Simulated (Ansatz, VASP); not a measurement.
**One calculation of PbSe, two programs**

The input INCAR:

```
SYSTEM = PbSe
  ALGO = Normal
  EDIFF = 1E-7
  ENCUT = 520
  GGA = PE
  ISIF = 2
  ISMEAR = 0
  IVDW = 12
  LASPH = .TRUE.
  LCHARG = .TRUE.
  LELF = .TRUE.
  LREAL = .FALSE.
  LVHAR = .TRUE.
  LWAVE = .FALSE.
  NBANDS = 28
  NELM = 100
  PREC = Accurate
  SIGMA = 0.05
```

The input KPOINTS:

```
k-points
0
G
  8 8 6
  0 0 0
```

The input POSCAR:

```
PbSe
1.0
    2.0902302923     -5.9499289295      0.0000000000
    2.0902302923      5.9499289295      0.0000000000
    0.0000000000      0.0000000000      4.3169787629
Pb Se
2 2
Direct
    0.6317607300      0.3682392700      0.7500000000
    0.3682392700      0.6317607300      0.2500000000
    0.8612899600      0.1387100400      0.7500000000
    0.1387100400      0.8612899600      0.2500000000
```

Input for Ansatz:

```yaml
crystal:
  lattice:
    - [2.0902302923, -5.9499289295, 0.0]
    - [2.0902302923, 5.9499289295, 0.0]
    - [0.0, 0.0, 4.3169787629]
  atoms:
    - { symbol: Pb, position: [0.63176073, 0.36823927, 0.75] }
    - { symbol: Pb, position: [0.36823927, 0.63176073, 0.25] }
    - { symbol: Se, position: [0.86128996, 0.13871004, 0.75] }
    - { symbol: Se, position: [0.13871004, 0.86128996, 0.25] }
basis:
  ecutwfc: 420
kpoints:
  mp_grid: { grid: [8, 8, 6] }
hamiltonian:
  xc: pbe
  dispersion: d3bj
scf:
  occupations: { method: gaussian, width: 0.05 }
output:
  forces: true
  stress: true
  eigenvalues: true
```

Change from the starting cell: strain -0.030 along x and y, -0.030 along z, atoms carried along.

Alike in both runs: task single point; functional PBE; dispersion D3(BJ); k mesh 8 × 8 × 6; occupations gaussian, width 0.05 eV; no spin polarisation.

```csv
,VASP,Ansatz
version,VASP 6.6.1,Ansatz 0.2.0
potentials or method,"VASP PAW PBE potentials, release 64 (Pb_d, Se), cutoff 520 eV","scalar-relativistic, plane waves, PAW"
valence electrons in the cell,40,60
```

```csv
,VASP,Ansatz,Ansatz less VASP
gap on the k mesh at the Fermi level (eV),0.90,0.91,+0.004
least direct gap on the mesh (eV),1.06,1.06,-0.001
pressure (GPa),4.2,4.1,-0.02
rms of the force components (eV/Å),0.339,0.333,-0.0060
```

Atom by atom the forces differ by 0.006 eV/Å (rms over components). VASP's potentials hold 40 valence electrons a cell and Ansatz's 60, so a difference there can come from the potentials and not from the codes.

Spin-orbit coupling is off throughout.
